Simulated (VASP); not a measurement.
A run of VASP 6.6.1:

INCAR

```
PREC = Accurate ; ENCUT = 500
EDIFF = 1E-6 ; ISMEAR = 0
SIGMA = 0.01 ; LREAL = False
LASPH = True ; NELM = 120
ALGO = Normal ; ISIF = 2
LWAVE = False ; LCHARG = False
GGA = PS ; NBANDS = 16
GGA_COMPAT = False
```

The input KPOINTS:

```
regular mesh
0
Gamma
  5 5 5
```

POSCAR

```
AgI
1.0
    0.0000000000      3.2147778690      3.2147778690
    3.2147778690      0.0000000000      3.2147778690
    3.2147778690      3.2147778690      0.0000000000
Ag I
1 1
Direct
    0.0000000000      0.0000000000      0.0000000000
    0.2500000000      0.2500000000      0.2500000000
```

Potentials or basis: VASP PAW PBE potentials, release 64 (Ag, I).

Run with:

```console
$ cat potpaw_PBE.64/Ag/POTCAR potpaw_PBE.64/I/POTCAR > POTCAR
$ mpirun -np 1 vasp_std > vasp.out
```

Hardware: 1 thread of Intel Xeon 8259CL, on a shared host.

**Question.** Estimate the wall time of this run.

**Answer.** Wall time 12 s on 1 thread of Intel Xeon 8259CL, on a shared host, peak memory 0.2 GiB. Counts: scf iterations 12, k points 10.
